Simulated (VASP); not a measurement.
Here is a VASP 6.6.1 calculation.

POSCAR

```
Si3Sn
1.0
    3.9790931457      0.0000000000      0.0000000000
    0.0000000000      3.9790931457      0.0000000000
    0.0000000000      0.0000000000      5.7486205308
Si Sn
3 1
Direct
    0.5000000000      0.0000000000      0.7749357581
    0.5000000000      0.5000000000      0.0000000000
    0.0000000000      0.5000000000      0.2250642419
    0.0000000000      0.0000000000      0.5000000000
```

Contents of INCAR.step1:

```
PREC = Accurate ; ENCUT = 520
EDIFF = 1E-5 ; ISMEAR = -1
SIGMA = 0.02 ; LREAL = F
LASPH = T ; NELM = 60
ALGO = Normal ; ISIF = 2
LWAVE = T ; GGA = PE
NBANDS = 21
```

INCAR.step2

```
PREC = Accurate ; ENCUT = 520
EDIFF = 1E-6 ; ISMEAR = -1
SIGMA = 0.02 ; LREAL = F
LASPH = T ; NELM = 60
ALGO = Normal ; ISIF = 2
LWAVE = F ; LCHARG = T
GGA = PE ; LHFCALC = T
HFSCREEN = 0.2079 ; PRECFOCK = Normal
LELF = T ; LVHAR = T
ISTART = 1 ; NBANDS = 21
```

File KPOINTS:

```
Automatic mesh
0
Gamma
  4 4 4
```

Potentials or basis: VASP PAW PBE potentials, release 64 (Si, Sn_d).

Command:

```console
$ cat potpaw_PBE.64/Si/POTCAR potpaw_PBE.64/Sn_d/POTCAR > POTCAR
$ cp INCAR.step1 INCAR
$ mpirun -np 1 vasp_std > vasp.out
$ cp INCAR.step2 INCAR
$ mpirun -np 1 vasp_std > vasp.out
```

**Question.** What does it give for the pressure?

**Answer.** 2.0 GPa.

**Question.** Predict the band gap on the k mesh.

**Answer.** 0.62 eV (least direct gap 1.03 eV).

Stress tensor (GPa, compression positive):
```
2.73 0.00 0.00
0.00 2.73 0.00
0.00 0.00 0.55
```

Caveat: the cell differs from its parent crystal (biaxial xy strain -1.4%); the PAW data sets were made with another functional, which shifts forces and pressure a little; spin-orbit coupling is left out, which moves the levels of the heavy elements. A k mesh can miss the band edges.
